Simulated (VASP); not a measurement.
Here is a VASP 6.6.1 calculation.

Contents of INCAR:

```
PREC = Accurate ; ENCUT = 520
EDIFF = 1E-6 ; ISMEAR = 0
SIGMA = 0.01 ; LREAL = False
LASPH = True ; NELM = 80
ALGO = Normal ; ISIF = 2
LWAVE = False ; LCHARG = False
GGA = PS ; NBANDS = 27
```

KPOINTS

```
regular mesh
0
Gamma
  6 6 6
```

Contents of POSCAR:

```
InSe
1.0
    2.0054564872      1.1578508427      8.4630263699
   -2.0054564872      1.1578508427      8.4630263699
    0.0000000000     -2.3157016854      8.4630263699
In Se
2 2
Direct
    0.0009500642      0.0009500642      0.0009500642
    0.1103908462      0.1103908462      0.1103908462
    0.6173824045      0.6173824045      0.6173824045
    0.8272766851      0.8272766851      0.8272766851
```

Potentials or basis: VASP PAW PBE potentials, release 64 (In_d, Se).

The run is started by

```bash
$ cat potpaw_PBE.64/In_d/POTCAR potpaw_PBE.64/Se/POTCAR > POTCAR
$ mpirun -np 1 vasp_std > vasp.out
```

What does it give for the band gap on the k mesh?

0.37 eV, direct.

What does it give for the largest force?

0.029 eV/Å.

What does it give for the pressure?

0.0 GPa.

Stress tensor (GPa, compression positive):
```
 0.05  0.00  0.00
 0.00  0.05  0.00
 0.00  0.00 -0.03
```

Caveat: the PAW data sets were made with another functional, which shifts forces and pressure a little; spin-orbit coupling is left out, which moves the levels of the heavy elements.

**What was measured.**

“The Interaction of Hydrogen with the van der Waals Crystal γ-InSe”, 2020, pmc:7321205 reports, for a bulk crystal of InSe at 300 K: band gap 1.25 eV.

Against the measured gap of InSe, 1.25 eV (300 K; “The Interaction of Hydrogen with the van der Waals Crystal γ-InSe”, 2020, pmc:7321205), the calculated 0.37 eV is off by -0.88 eV. Spin-orbit coupling on In, Se is left out. The value is that of PBEsol on a finite k mesh, which can miss the band edges, without temperature or zero-point motion. Semilocal functionals fall short of measured gaps as a rule.
